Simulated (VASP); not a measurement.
Set up this calculation in VASP 6.6.1, as the native input.

```yaml
Task: single point
Functional: r2SCAN
Potentials_or_basis: VASP PAW PBE potentials, release 64 (Na_pv)
Cutoff: 520 eV
k_mesh: 12 × 12 × 8
Occupations: gaussian, width 0.15 eV
Spin: no spin polarisation
Dipole_correction: no
Further_INCAR_settings: ALGO = Normal; EDIFF = 1e-07; NBANDS = 14
```

Na:

```
Na
1.0
     3.76700    0.00000    0.00000
    -1.88350    3.26232    0.00000
     0.00000    0.00000    6.15400
Na
2
Direct
  0.29885 0.59770 0.25000
  0.66667 0.33333 0.75000
```

This cell differs from its parent crystal: atom 1 (Na) moved by (-0.225, +0.000) A along y and z.

One way to write it, as run:

POSCAR

```
Na
1.0
    3.7670009976      0.0000000000      0.0000000000
   -1.8835004988      3.2623185600      0.0000000000
    0.0000000000      0.0000000000      6.1540000000
Na
2
Direct
    0.2988486569      0.5976973138      0.2500000000
    0.6666666667      0.3333333333      0.7500000000
```

INCAR.step1

```
PREC     = Accurate       # precision mode
ENCUT    = 520            # plane-wave cutoff, eV
ISMEAR   = 0              # smearing method
SIGMA    = 0.15           # smearing width, eV
LREAL    = F              # projectors in reciprocal space
LASPH    = T              # aspherical terms in the spheres
NELM     = 60             # most SCF steps
NBANDS   = 14             # bands
GGA      = PE             # functional
ALGO     = Normal         # electronic algorithm
EDIFF    = 1E-4           # SCF threshold, eV
LWAVE    = T              # write WAVECAR
LCHARG   = F              # write CHGCAR
```

INCAR.step2

```
PREC     = Accurate       # precision mode
ENCUT    = 520            # plane-wave cutoff, eV
EDIFF    = 1E-7           # SCF threshold, eV
ISMEAR   = 0              # smearing method
SIGMA    = 0.15           # smearing width, eV
LREAL    = F              # projectors in reciprocal space
LASPH    = T              # aspherical terms in the spheres
NELM     = 60             # most SCF steps
ALGO     = Normal         # electronic algorithm
ISIF     = 2              # what is computed and relaxed
LWAVE    = F              # write WAVECAR
LCHARG   = T              # write CHGCAR
METAGGA  = R2SCAN         # meta-GGA
LMIXTAU  = T            
LELF     = T              # ELF
LVHAR    = T            
NBANDS   = 14             # bands
ISTART   = 1
```

KPOINTS

```
Automatic mesh
0
Gamma
  12 12 8
```

Potentials or basis: VASP PAW PBE potentials, release 64 (Na_pv).

Run with:

```bash
$ cat potpaw_PBE.64/Na_pv/POTCAR > POTCAR
$ cp INCAR.step1 INCAR
$ mpirun -np 1 vasp_std > vasp.out
$ cp INCAR.step2 INCAR
$ mpirun -np 1 vasp_std > vasp.out
```

Results of the run:

The pressure is 0.0 GPa, the largest force is 0.028 eV/Å and the band gap on the k mesh is zero (bands 7 and 8 overlap by 4.51 eV).

Caveat: the cell differs from its parent crystal (atom 1 (Na) moved by (-0.225, +0.000) A along y and z); the PAW data sets were made with another functional, which shifts forces and pressure a little.

It took 5.5 min on 1 thread of Intel(R) Xeon(R) 6975P-C (Granite Rapids) (shared host), peak memory 0.3 GiB.
